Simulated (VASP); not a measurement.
A run of VASP 6.6.1 is set up as follows.

INCAR

```
PREC     = Accurate       # precision mode
ENCUT    = 600            # plane-wave cutoff, eV
EDIFF    = 1E-6           # SCF threshold, eV
ISMEAR   = 0              # smearing method
SIGMA    = 0.02           # smearing width, eV
LREAL    = False          # projectors in reciprocal space
LASPH    = True           # aspherical terms in the spheres
NELM     = 80             # most SCF steps
ALGO     = Normal         # electronic algorithm
ISIF     = 3              # what is computed and relaxed
LWAVE    = False          # write WAVECAR
LCHARG   = False          # write CHGCAR
GGA      = PE             # functional
IBRION   = 2              # ionic algorithm
NSW      = 100            # ionic steps
EDIFFG   = -0.01          # ionic threshold
```

Contents of KPOINTS:

```
regular mesh
0
Gamma
  6 6 6
```

File POSCAR:

```
Na3SF
1.0
    4.6107258100      0.0000000000      0.0000000000
    0.0000000000      4.6107258100      0.0000000000
    0.0000000000      0.0000000000      4.6107258100
Na S F
3 1 1
Direct
    0.5000000000      0.0000000000      0.0000000000
    0.0000000000      0.5000000000      0.0000000000
    0.0000000000      0.0000000000      0.5000000000
    0.5000000000      0.5000000000      0.5000000000
    0.0000000000      0.0000000000      0.0000000000
```

Potentials or basis: VASP PAW PBE potentials, release 64 (Na_pv, S, F).

The run is started by

```console
$ cat potpaw_PBE.64/Na_pv/POTCAR potpaw_PBE.64/S/POTCAR potpaw_PBE.64/F/POTCAR > POTCAR
$ mpirun -np 1 vasp_std > vasp.out
```

Task: Predict the space group after relaxing (to 0.1 Å).

Result: Pm-3m (No. 221).

Task: What does it give for the relaxed volume?

Result: 17.63 Å³/atom.

The path:
| step | energy change (eV) | largest force (eV/Å) | pressure (GPa) | volume (Å³) |
| --- | --- | --- | --- | --- |
| 1 | 0.0000 | 0.0000 | -3.02 | 98.02 |
| 2 | -0.0768 | 0.0000 | -1.64 | 92.87 |
| 3 | -0.1015 | 0.0000 | -0.37 | 89.13 |
| 4 | -0.1027 | 0.0000 | 0.02 | 88.13 |
